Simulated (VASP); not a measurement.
# Si2Mo in VASP: a series of runs

The runs below take Si2Mo through single point, with PBE, PBEsol+U.

All numbers are computed with VASP 6.6.1; they aren't measurements. Logs are shortened: lines on timing, memory, paths and dates and some standing lists are left out, and cuts for length are marked.

## 1. The cell of the first run

The cell holds a slab with vacuum, 6 atoms: a = 3.217 Å, b = 3.217 Å, c = 20.533 Å, α = 90.00°, β = 90.00°, γ = 90.00°.

## 2. Single point, PBE

File INCAR:

```
  PREC = Accurate
  ENCUT = 520
  EDIFF = 1E-7
  ISMEAR = 0
  SIGMA = 0.1
  LREAL = F
  LASPH = T
  NELM = 80
  ALGO = Normal
  ISIF = 2
  LWAVE = F
  LCHARG = F
  LDIPOL = T
  IDIPOL = 3
  DIPOL = 0.5 0.5 0.498
  GGA = PE
  NBANDS = 31
```

File KPOINTS:

```
regular mesh
0
Gamma
  9 9 1
```

File POSCAR:

```
Si2Mo
1.0
    3.2169717406      0.0000000000      0.0000000000
    0.0000000000      3.2169717406      0.0000000000
    0.0000000000      0.0000000000     20.5332491972
Si Mo
4 2
Direct
    0.0000000000      0.0000000000      0.3409104878
    0.0000000000      0.0000000000      0.4673705285
    0.5000000000      0.5000000000      0.5290198126
    0.5000000000      0.5000000000      0.6515674603
    0.5000000000      0.5000000000      0.4041405081
    0.0000000000      0.0000000000      0.5928666024
```

Potentials or basis: VASP PAW PBE potentials, release 64 (Si, Mo_sv).

Launch:

```bash
$ cat potpaw_PBE.64/Si/POTCAR potpaw_PBE.64/Mo_sv/POTCAR > POTCAR
$ mpirun -np 1 vasp_std > vasp.out
```

OUTCAR:

```text
PREC = Accurate
   ENCUT = 520
   EDIFF = 1E-7
   ISMEAR = 0
   LREAL = F
   LASPH = T
   NELM = 80
   ISIF = 2
   GGA = PE

 ion  position               nearest neighbor table
   1  0.000  0.000  0.341-   2 2.60   5 2.62   5 2.62   5 2.62   5 2.62
   2  0.000  0.000  0.467-   6 2.58   1 2.60   3 2.60   3 2.60   3 2.60   3 2.60   5 2.62   5 2.62
                             5 2.62   5 2.62
   3  0.500  0.500  0.529-   4 2.52   5 2.56   2 2.60   2 2.60   2 2.60   2 2.60   6 2.63   6 2.63
                             6 2.63   6 2.63
   4  0.500  0.500  0.652-   3 2.52   6 2.57   6 2.57   6 2.57   6 2.57
   5  0.500  0.500  0.404-   3 2.56   1 2.62   1 2.62   1 2.62   1 2.62   2 2.62   2 2.62   2 2.62
                             2 2.62
   6  0.000  0.000  0.593-   4 2.57   4 2.57   4 2.57   4 2.57   2 2.58   3 2.63   3 2.63   3 2.63
                             3 2.63

  LATTYP: Found a simple tetragonal cell.
 ALAT       =     3.2169717406
 C/A-ratio  =     6.3827881787

  Lattice vectors:

 A1 = (   3.2169717406,   0.0000000000,   0.0000000000)
 A2 = (   0.0000000000,   3.2169717406,   0.0000000000)
 A3 = (   0.0000000000,   0.0000000000,  20.5332491972)

Analysis of symmetry for initial positions (statically):
=====================================================================
 Subroutine PRICEL returns:
 Original cell was already a primitive cell.

 Routine SETGRP: Setting up the symmetry group for a
 simple tetragonal supercell.

 Subroutine GETGRP returns: Found  8 space group operations
 (whereof  8 operations were pure point group operations)
 out of a pool of 16 trial point group operations.

The static configuration has the point symmetry C_4v.

Analysis of symmetry for dynamics (positions and initial velocities):
=====================================================================
 Subroutine PRICEL returns:
 Original cell was already a primitive cell.

 Routine SETGRP: Setting up the symmetry group for a
 simple tetragonal supercell.

 Subroutine GETGRP returns: Found  8 space group operations
 (whereof  8 operations were pure point group operations)
 out of a pool of 16 trial point group operations.

The dynamic configuration has the point symmetry C_4v.

 Subroutine INISYM returns: Found  8 space group operations
 (whereof  8 operations are pure point group operations),
 and found     1 'primitive' translations

----------------------------------------------------------------------------------------

                                     Primitive cell

  volume of cell :     212.4967

  direct lattice vectors                    reciprocal lattice vectors
     3.216971741  0.000000000  0.000000000     0.310851347  0.000000000  0.000000000
     0.000000000  3.216971741  0.000000000     0.000000000  0.310851347  0.000000000
     0.000000000  0.000000000 20.533249197     0.000000000  0.000000000  0.048701498

  length of vectors
     3.216971741  3.216971741 20.533249197     0.310851347  0.310851347  0.048701498

  position of ions in fractional coordinates (direct lattice)
     0.000000000  0.000000000  0.340910488
     0.000000000  0.000000000  0.467370528
     0.500000000  0.500000000  0.529019813
     0.500000000  0.500000000  0.651567460
     0.500000000  0.500000000  0.404140508
     0.000000000  0.000000000  0.592866602

  ion indices of the primitive-cell ions
   primitive index   ion index
                 1           1
                 2           2
                 3           3
                 4           4
                 5           5
                 6           6

----------------------------------------------------------------------------------------

 KPOINTS: regular mesh

Automatic generation of k-mesh.
 Grid dimensions read from file:
 generate k-points for:    9    9    1

 Generating k-lattice:

  Cartesian coordinates                     Fractional coordinates (reciprocal lattice)
     0.034539039  0.000000000  0.000000000     0.111111111  0.000000000  0.000000000
     0.000000000  0.034539039  0.000000000     0.000000000  0.111111111  0.000000000
     0.000000000  0.000000000  0.048701498     0.000000000  0.000000000  1.000000000

  Length of vectors
     0.034539039  0.034539039  0.048701498

  Shift w.r.t. Gamma in fractional coordinates (k-lattice)
     0.000000000  0.000000000  0.000000000

 Subroutine IBZKPT returns following result:
 ===========================================

 Found     15 irreducible k-points:

 Following reciprocal coordinates:
            Coordinates               Weight
  0.000000  0.000000  0.000000      1.000000
  0.111111  0.000000  0.000000      4.000000
  0.222222  0.000000  0.000000      4.000000
  0.333333  0.000000  0.000000      4.000000
  0.444444  0.000000  0.000000      4.000000
  0.111111  0.111111  0.000000      4.000000
  0.222222  0.111111  0.000000      8.000000
  0.333333  0.111111  0.000000      8.000000
  0.444444  0.111111  0.000000      8.000000
  0.222222  0.222222  0.000000      4.000000
  0.333333  0.222222  0.000000      8.000000
  0.444444  0.222222  0.000000      8.000000
  0.333333  0.333333  0.000000      4.000000
  0.444444  0.333333  0.000000      8.000000
  0.444444  0.444444  0.000000      4.000000
   k-points           NKPTS =     15   k-points in BZ     NKDIM =     15   number of bands    NBANDS=     31
   number of dos      NEDOS =    301   number of ions     NIONS =      6
   total plane-waves  NPLWV =  92160
   dimension x,y,z NGX =    24 NGY =   24 NGZ =  160
   dimension x,y,z NGXF=    48 NGYF=   48 NGZF=  320
   ions per type =               4   2
   NGX,Y,Z   is equivalent  to a cutoff of  12.40, 12.40, 12.95 a.u.
   NGXF,Y,Z  is equivalent  to a cutoff of  24.81, 24.81, 25.91 a.u.
 SYSTEM =  unknown system
   PREC   = accura    normal or accurate (medium, high low for compatibility)
   ISTART =      0    job   : 0-new  1-cont  2-samecut
   ICHARG =      2    charge: 1-file 2-atom 10-const
   ISPIN  =      1    spin polarized calculation?
   LNONCOLLINEAR =      F non collinear calculations
   LSORBIT =      F    spin-orbit coupling
   LASPH  =      T    aspherical Exc in radial PAW
   ENCUT  =  520.0 eV  38.22 Ry    6.18 a.u.   5.98  5.98 38.18*2*pi/ulx,y,z
   NELM   =     80;   NELMIN=  2; NELMDL= -5     # of ELM steps
   EDIFF  = 0.1E-06   stopping-criterion for ELM
[... 14 lines left out ...]
   ISMEAR =     0;   SIGMA  =   0.10  broadening in eV -4-tet -1-fermi 0-gaus
   EFERMI_NEDOS =   21; number of points for ismear=-14 and -15
   IALGO  =     38    algorithm
   IMIX   =      4    mixing-type and parameters
     AMIX     =   0.40;   BMIX     =  1.00
     AMIX_MAG =   1.60;   BMIX_MAG =  1.00
  volume/ion in A,a.u.               =      35.42       239.00
  Fermi-wavevector in a.u.,A,eV,Ry     =   0.968519  1.830236 12.762671  0.938030
  Thomas-Fermi vector in A             =   2.098496
   LORBIT       =      0    0 simple, 1 ext, 2 COOP (PROOUT), +10 PAW based schemes
   GGA     = PE    functional components
   LHFCALC =     F    Hartree Fock is set to
   AEXX    =    0.0000 exact exchange contribution
   IVDW    =     0    specifies the selected vdW correction
   LEPSILON=     F    determine dielectric tensor
   LRPA    =     F    only Hartree local field effects (RPA)
 non-spin polarized calculation
 Gauss-broadening in eV      SIGMA  =   0.10
  energy-cutoff  :      520.00
  volume of cell :      212.50
 maximum number of plane-waves:      5779
 NGX is ok and might be reduce to    24
   NGX = 11   NGY = 11   NGZ = 77

 dipolmoment           0.000000      0.000000      0.002041 electrons x Angstroem

 number of electron      44.0000005 magnetization

 dipolmoment           0.000000      0.000000     -0.006310 electrons x Angstroem

 Free energy of the ion-electron system (eV)
  ---------------------------------------------------
  ext. energy  EPLUGINS =         0.00000000
  ---------------------------------------------------
  free energy    TOTEN  =       -43.57275490 eV

  energy without entropy =      -43.55428113  energy(sigma->0) =      -43.56351801

 E-fermi :   1.8335     XC(G=0):  -5.7236

 val. band max:        1.8263726370   @ k =   0.1111   0.0000   0.0000
 cond. band min:       1.8741969055   @ k =   0.4444   0.2222   0.0000
 fundamental gap:      0.0478242684
 Fermi energy:         1.8334623836

 k-point     1 :       0.0000    0.0000    0.0000
  band No.  band energies     occupation
      1     -58.7011      2.00000
      2     -58.6808      2.00000
      3     -32.8323      2.00000
      4     -32.8180      2.00000
      5     -32.7962      2.00000
      6     -32.7962      2.00000
[... 23 lines left out ...]
     30       6.0341      0.00000
     31       6.0589      0.00000

 k-point     2 :       0.1111    0.0000    0.0000
  band No.  band energies     occupation
      1     -58.6991      2.00000
      2     -58.6788      2.00000
      3     -32.8286      2.00000
      4     -32.8254      2.00000
      5     -32.8148      2.00000
      6     -32.7934      2.00000
[... 23 lines left out ...]
     30       6.1081      0.00000
     31       6.2659      0.00000

 k-point     3 :       0.2222    0.0000    0.0000
  band No.  band energies     occupation
      1     -58.6940      2.00000
      2     -58.6738      2.00000
      3     -32.8988      2.00000
      4     -32.8542      2.00000
      5     -32.8185      2.00000
      6     -32.8072      2.00000
[... 23 lines left out ...]
     30       6.6987      0.00000
     31       6.8562      0.00000

 k-point     4 :       0.3333    0.0000    0.0000
  band No.  band energies     occupation
      1     -58.6882      2.00000
      2     -58.6681      2.00000
      3     -32.9812      2.00000
      4     -32.9348      2.00000
      5     -32.8070      2.00000
      6     -32.7989      2.00000
[... 23 lines left out ...]
     30       6.6974      0.00000
     31       6.9015      0.00000

 k-point     5 :       0.4444    0.0000    0.0000
  band No.  band energies     occupation
      1     -58.6844      2.00000
      2     -58.6644      2.00000
      3     -33.0343      2.00000
      4     -32.9869      2.00000
      5     -32.7989      2.00000
      6     -32.7940      2.00000
[... 23 lines left out ...]
     30       6.4946      0.00000
     31       6.7548      0.00000
[... 236 lines left out ...]
     30       5.9398      0.00000
     31       7.0840      0.00000

 k-point    13 :       0.3333    0.3333    0.0000
  band No.  band energies     occupation
      1     -58.6756      2.00000
      2     -58.6557      2.00000
      3     -32.9578      2.00000
      4     -32.9516      2.00000
      5     -32.9122      2.00000
      6     -32.9064      2.00000
[... 23 lines left out ...]
     30       6.2732      0.00000
     31       6.4521      0.00000

 k-point    14 :       0.4444    0.3333    0.0000
  band No.  band energies     occupation
      1     -58.6719      2.00000
      2     -58.6521      2.00000
      3     -33.0056      2.00000
      4     -32.9594      2.00000
      5     -32.9468      2.00000
      6     -32.9018      2.00000
[... 23 lines left out ...]
     30       6.1248      0.00000
     31       6.7023      0.00000

 k-point    15 :       0.4444    0.4444    0.0000
  band No.  band energies     occupation
      1     -58.6683      2.00000
      2     -58.6484      2.00000
      3     -32.9975      2.00000
      4     -32.9966      2.00000
      5     -32.9516      2.00000
      6     -32.9507      2.00000
[... 23 lines left out ...]
     30       6.0484      0.00000
     31       6.6468      0.00000

------------------------ aborting loop because EDIFF is reached ----------------------------------------

 vacuum level on the upper side and lower side of the slab       (xc-potential included)        -0.066        -0.011

  FORCE on cell =-STRESS in cart. coord.  units (eV):
  Direction    XX          YY          ZZ          XY          YZ          ZX
  --------------------------------------------------------------------------------------
  -------------------------------------------------------------------------------------
  Total       -0.1372834     -0.1372834     -1.0452184      0.0000000      0.0000000      0.0000000
  in kB       -1.0350857     -1.0350857     -7.8807121      0.0000000      0.0000000      0.0000000
  external PRESSURE =      -3.3169612 kB  Pullay stress =       0.0000000 kB

 VOLUME and BASIS-vectors are now :
 -----------------------------------------------------------------------------
  energy-cutoff  :      520.00
  volume of cell :      212.50
      direct lattice vectors                 reciprocal lattice vectors
     3.216971741  0.000000000  0.000000000     0.310851347  0.000000000  0.000000000
     0.000000000  3.216971741  0.000000000     0.000000000  0.310851347  0.000000000
     0.000000000  0.000000000 20.533249197     0.000000000  0.000000000  0.048701498

 POSITION                                       TOTAL-FORCE (eV/Angst)
 -----------------------------------------------------------------------------------
      0.00000      0.00000      7.00000        -0.000000     -0.000000      0.498702
      0.00000      0.00000      9.59664        -0.000000     -0.000000     -0.304689
      1.60849      1.60849     10.86250        -0.000000     -0.000000      0.007937
      1.60849      1.60849     13.37880        -0.000000     -0.000000      0.003934
      1.60849      1.60849      8.29832        -0.000000      0.000000     -0.200504
      0.00000      0.00000     12.17348         0.000000     -0.000000     -0.005380
 -----------------------------------------------------------------------------------
    total drift:                                0.000000      0.000000     -0.000027

  FREE ENERGIE OF THE ION-ELECTRON SYSTEM (eV)
  ---------------------------------------------------
  free  energy   TOTEN  =       -43.5727548953 eV

  energy  without entropy=      -43.5542811311  energy(sigma->0) =      -43.56351801

 vacuum level on the upper side and lower side of the slab         6.276         6.384
```

Wall time 78 s (1 thread of Intel Xeon 6975P-C (Granite Rapids), shared host); peak memory 0.32 GiB.

What came out:

```
Free energy            : -43.5728 eV
Largest force          : 0.499 eV/Å
Band gap on the k mesh : zero (band 22 reaches 2.51 eV, above the bottom of band 23 at 1.75 eV)
```

Forces in eV/Å, atoms in the order of the input:
```
Si   0.000  0.000  0.499
Si   0.000  0.000 -0.305
Si   0.000  0.000  0.008
Si   0.000  0.000  0.004
Mo   0.000  0.000 -0.201
Mo   0.000  0.000 -0.005
```

Levels at points of the mesh, in eV from the Fermi level:
```
           k point  band 18  band 19  band 20  band 21  band 22  band 23  band 24  band 25  band 26  band 27
(0.00, 0.00, 0.00)    -1.69    -0.61    -0.61     0.50     0.68     0.81     1.16     1.16     1.57     2.96
```

## 3. Single point, PBE

This run uses another cell than the first one, of 37.74 Å³/atom, 1.066 times its volume.

File INCAR:

```
SYSTEM = Si2Mo
  ALGO = Normal
  DIPOL = 0.5 0.5 0.330
  EDIFF = 1E-7
  ENCUT = 520
  GGA = PE
  IDIPOL = 3
  ISIF = 2
  ISMEAR = 0
  LASPH = .True.
  LCHARG = .False.
  LDIPOL = .True.
  LREAL = .False.
  LWAVE = .False.
  NBANDS = 31
  NELM = 100
  PREC = Accurate
  SIGMA = 0.1
```

File KPOINTS:

```
k-points
0
Gamma
  8 8 1
  0 0 0
```

File POSCAR:

```
Si2Mo
1.0
    3.2169717406      0.0000000000      0.0000000000
    0.0000000000      3.2169717406      0.0000000000
    0.0000000000      0.0000000000     21.8787970309
Si Mo
4 2
Direct
    0.0000000000      0.0000000000      0.1828254083
    0.0000000000      0.0000000000      0.3015081460
    0.5000000000      0.5000000000      0.3593659940
    0.5000000000      0.5000000000      0.4743769512
    0.5000000000      0.5000000000      0.2421667771
    0.0000000000      0.0000000000      0.4192862009
```

Potentials or basis: VASP PAW PBE potentials, release 64 (Si, Mo_sv).

Launch:

```bash
$ cat potpaw_PBE.64/Si/POTCAR potpaw_PBE.64/Mo_sv/POTCAR > POTCAR
$ mpirun -np 1 vasp_std > vasp.out
```

It took 1.8 min on 1 thread of Intel Xeon 6975P-C (Granite Rapids), shared host; peak memory 0.33 GiB.

The run converged. Its results:

```yaml
Free_energy: -43.5895 eV
Largest_force: 0.607 eV/Å
Band_gap_on_the_k_mesh: zero (band 22 reaches 2.16 eV, above the bottom of band 23 at 1.29 eV)
```

Forces in eV/Å, atoms in the order of the input:
```
Si   0.000  0.000  0.607
Si   0.000  0.000 -0.383
Si   0.000  0.000  0.002
Si   0.000  0.000  0.016
Mo   0.000  0.000 -0.270
Mo   0.000  0.000  0.028
```

Levels at points of the mesh, in eV from the Fermi level:
| k point | band 20 | band 21 | band 22 | band 23 | band 24 | band 25 |
| --- | --- | --- | --- | --- | --- | --- |
| (0.00, 0.00, 0.00) | -0.59 | 0.51 | 0.72 | 0.81 | 1.18 | 1.18 |
| (0.50, 0.00, 0.00) | -1.65 | -0.21 | -0.17 | -0.15 | -0.02 | 2.36 |
| (0.50, 0.50, 0.00) | -1.72 | -1.50 | -1.50 | 1.18 | 1.18 | 2.43 |

## 4. Single point, PBEsol+U

This run uses another cell than the first one, of 37.74 Å³/atom, 1.066 times its volume.

File INCAR:

```
SYSTEM = Si2Mo
PREC     = Accurate       ! precision mode
ENCUT    = 520            ! plane-wave cutoff, eV
EDIFF    = 1E-7           ! SCF threshold, eV
ISMEAR   = 0              ! smearing method
SIGMA    = 0.1            ! smearing width, eV
LREAL    = .False.        ! projectors in reciprocal space
LASPH    = .True.         ! aspherical terms in the spheres
NELM     = 150            ! most SCF steps
ALGO     = Normal         ! electronic algorithm
ISIF     = 2              ! what is computed and relaxed
LWAVE    = .False.        ! write WAVECAR
LCHARG   = .True.         ! write CHGCAR
LMAXMIX  = 4              ! l up to which the mixer works
LDAU     = .True.         ! DFT+U
LDAUTYPE = 2            
LDAUL    = -1 2           ! shell
LDAUU    = 0 1            ! U, eV
LDAUJ    = 0 0          
LDAUPRINT= 1            
LDIPOL   = .True.       
IDIPOL   = 3            
DIPOL    = 0.5 0.5 0.330
GGA      = PS             ! functional
LELF     = .True.         ! ELF
LVHAR    = .True.       
LVACPOTAV= .True.       
NBANDS   = 31             ! bands
ISYM     = 0
```

File KPOINTS:

```
regular mesh
0
Gamma
  8 8 1
  0 0 0
```

POSCAR is that of step 3.

Launch:

```bash
$ cat potpaw_PBE.64/Si/POTCAR potpaw_PBE.64/Mo_sv/POTCAR > POTCAR
$ mpirun -np 1 vasp_std > vasp.out
```

It took 9.3 min on 1 thread of Intel Xeon Platinum 8259CL at 2.50GHz (Skylake/Cascade Lake), shared host; peak memory 0.39 GiB.

Results (log left out):

```yaml
Free_energy: -44.4474 eV
Largest_force: 0.847 eV/Å
Band_gap_on_the_k_mesh: zero (band 22 reaches 2.09 eV, above the bottom of band 23 at 1.23 eV)
```

Forces in eV/Å, atoms in the order of the input:
```
Si   0.000  0.000  0.847
Si   0.000  0.000 -0.449
Si   0.000  0.000  0.059
Si   0.000  0.000 -0.229
Mo   0.000  0.000 -0.230
Mo   0.000  0.000  0.002
```

Levels at points of the mesh, in eV from the Fermi level:
| k point | band 20 | band 21 | band 22 | band 23 | band 24 | band 25 |
| --- | --- | --- | --- | --- | --- | --- |
| (0.00, 0.00, 0.00) | -0.60 | 0.50 | 0.71 | 0.83 | 1.19 | 1.19 |
| (0.50, 0.00, 0.00) | -1.63 | -0.22 | -0.16 | -0.15 | -0.01 | 2.46 |
| (0.00, 0.50, 0.00) | -1.63 | -0.22 | -0.16 | -0.15 | -0.01 | 2.46 |
| (0.50, 0.50, 0.00) | -1.69 | -1.51 | -1.51 | 1.20 | 1.21 | 2.57 |

Eigenvalues of the final occupation matrices:
```tsv
site	spin	trace	eigenvalues
site 5 d	1	2.11	0.30 0.36 0.48 0.48 0.49
site 5 d	2	2.11	0.30 0.36 0.48 0.48 0.49
site 6 d	1	2.12	0.30 0.36 0.49 0.49 0.49
site 6 d	2	2.12	0.30 0.36 0.49 0.49 0.49
```

Caveat: the PAW data sets were made with another functional, which shifts forces and pressure a little; U without spin polarisation on a metal has little footing; the U is typed as a test and isn't derived for this compound.

## 5. Overview

| level | U | cell | k mesh | gap on the mesh (eV) | largest force (eV/Å) |
| --- | --- | --- | --- | --- | --- |
| PBE | - | a = 3.217, b = 3.217, c = 20.533 Å, 6 atoms | 9 × 9 × 1 | none | 0.50 |
| PBE | - | a = 3.217, b = 3.217, c = 21.879 Å, 6 atoms | 8 × 8 × 1 | none | 0.61 |
| PBEsol+U | Mo d U = 1.0 eV | a = 3.217, b = 3.217, c = 21.879 Å, 6 atoms | 8 × 8 × 1 | none | 0.85 |

Alike in all rows: task single point; potentials or basis VASP PAW PBE potentials, release 64 (Si, Mo_sv); no spin polarisation; cutoff (eV) 520; smearing gaussian 0.1 eV.

Caveats: the PAW data sets were made with another functional, which shifts forces and pressure a little (some runs); U without spin polarisation on a metal has little footing (some runs); the U is typed as a test and isn't derived for this compound (some runs).

Absolute energies hang on the potentials; compare differences alone.
